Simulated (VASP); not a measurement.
Write the native input for VASP 6.6.1 that does the following.

* Task: electric field gradients
* Functional: PBEsol
* Potentials or basis: VASP PAW PBE potentials, release 64 (V_sv)
* Cutoff: 520 eV
* k mesh: 19 × 19 × 19
* Occupations: fermi-dirac, width 0.03 eV
* Spin: collinear spin, ferromagnetic start
* Starting moments: [1.5] μB
* Dipole correction: no
* Further INCAR settings: ALGO = Normal; EDIFF = 1e-08; NBANDS = 16

The structure of V lies in POSCAR:

```
V
1.0
   -1.5426742003      1.5426742003      1.5426742003
    1.5426742003     -1.5426742003      1.5426742003
    1.5426742003      1.5426742003     -1.5426742003
V
1
Direct
    0.0000000000      0.0000000000      0.0000000000
```

One way to write it, as run:

INCAR

```
SYSTEM = V
PREC = Accurate
ENCUT = 520
EDIFF = 1E-8
ISMEAR = -1
SIGMA = 0.03
LREAL = .False.
LASPH = .True.
NELM = 150
ALGO = Normal
ISIF = 2
LWAVE = .False.
LCHARG = .False.
ISPIN = 2
MAGMOM = 1.5
LORBIT = 11
LMAXMIX = 4
GGA = PS
LEFG = .True.
NBANDS = 16
```

KPOINTS

```
regular mesh
0
Gamma
  19 19 19
  0 0 0
```

Potentials or basis: VASP PAW PBE potentials, release 64 (V_sv).

Launch:

```console
$ cat potpaw_PBE.64/V_sv/POTCAR > POTCAR
$ mpirun -np 1 vasp_std > vasp.out
```

Results of the run:

The pressure is -19.4 GPa, the net moment is 0.00 μB per cell and the largest electric field gradient by atom is zero within the noise of the run. The valence electrons inside the program's atomic spheres are V 11.52.

Caveat: the cell stands under tension; the PAW data sets were made with another functional, which shifts forces and pressure a little.

Wall time 2.6 min on 1 thread of Intel Xeon 8259CL, on a shared host, peak memory 0.19 GiB.
